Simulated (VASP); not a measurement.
A run of VASP 6.6.1:

INCAR

```
PREC     = Accurate       # precision mode
ENCUT    = 910            # plane-wave cutoff, eV
EDIFF    = 1E-6           # SCF threshold, eV
ISMEAR   = 0              # smearing method
SIGMA    = 0.15           # smearing width, eV
LREAL    = F              # projectors in reciprocal space
LASPH    = T              # aspherical terms in the spheres
NELM     = 120            # most SCF steps
ALGO     = Normal         # electronic algorithm
ISIF     = 2              # what is computed and relaxed
LWAVE    = F              # write WAVECAR
LCHARG   = T              # write CHGCAR
LELF     = T              # ELF
LVHAR    = T            
NBANDS   = 28             # bands
GGA_COMPAT= F
```

KPOINTS

```
regular mesh
0
Gamma
  10 10 8
```

Contents of POSCAR:

```
SnO
1.0
    3.9427000000      0.0000000000      0.0000000000
    0.0000000000      3.9427000000      0.0000000000
    0.0000000000      0.0000000000      4.4691000000
Sn O
2 2
Direct
    0.0000000000      0.5000000000      0.2457459271
    0.5000000000      0.0000000000      0.7542540729
    0.0000000000      0.0000000000      0.0000000000
    0.5000000000      0.5000000000      0.0000000000
```

Potentials or basis: VASP PAW LDA potentials, release 64 (Sn_d, O_h).

Launch:

```bash
$ cat potpaw_LDA.64/Sn_d/POTCAR potpaw_LDA.64/O_h/POTCAR > POTCAR
$ mpirun -np 1 vasp_std > vasp.out
```

Hardware: 1 thread of Intel(R) Xeon(R) Platinum 8488C (Sapphire Rapids) (shared host).

Question: How long does it take, and how much memory?

Answer: Wall time 6.6 min on 1 thread of Intel(R) Xeon(R) Platinum 8488C (Sapphire Rapids), with other jobs on the host, peak memory 0.48 GiB. Counts: scf iterations 14, k points 105.
